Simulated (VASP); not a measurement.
Runs of VASP 6.6.1 on BAs. The structure is that of space group P6_3/mmc (No. 194), or close to it. The cells are those of the table. 

```csv
cell,k mesh,gap on the mesh (eV),pressure (GPa)
"a = 3.399, b = 3.399, c = 8.831 Å, angles 90.0, 90.0, 120.0°, 4 atoms",9 × 9 × 4,0.99,-2.3
"a = 3.366, b = 3.366, c = 8.745 Å, angles 90.0, 90.0, 120.0°, 4 atoms",12 × 12 × 4,(b),0.1
"a = 3.332, b = 3.332, c = 8.656 Å, angles 90.0, 90.0, 120.0°, 4 atoms",9 × 9 × 4,(c),(a)
"a = 3.297, b = 3.297, c = 8.566 Å, angles 90.0, 90.0, 120.0°, 4 atoms",9 × 9 × 4,0.92,6.2
```

Alike in all rows: task single point; level r2SCAN; potentials or basis VASP PAW PBE potentials, release 64 (B, As_d); no spin polarisation; cutoff (eV) 660; smearing gaussian 0.01 eV.

Q: Estimate the missing entries.

A: (a) 2.9; (b) 0.97; (c) 0.95.

Caveats: the PAW data sets were made with another functional, which shifts forces and pressure a little; an odd mesh through Γ misses points on the zone boundary, where band edges can lie (at least some runs); the cell stands under pressure (at least some runs).

A k mesh can miss the band edges, and the runs leave out spin-orbit coupling on As.
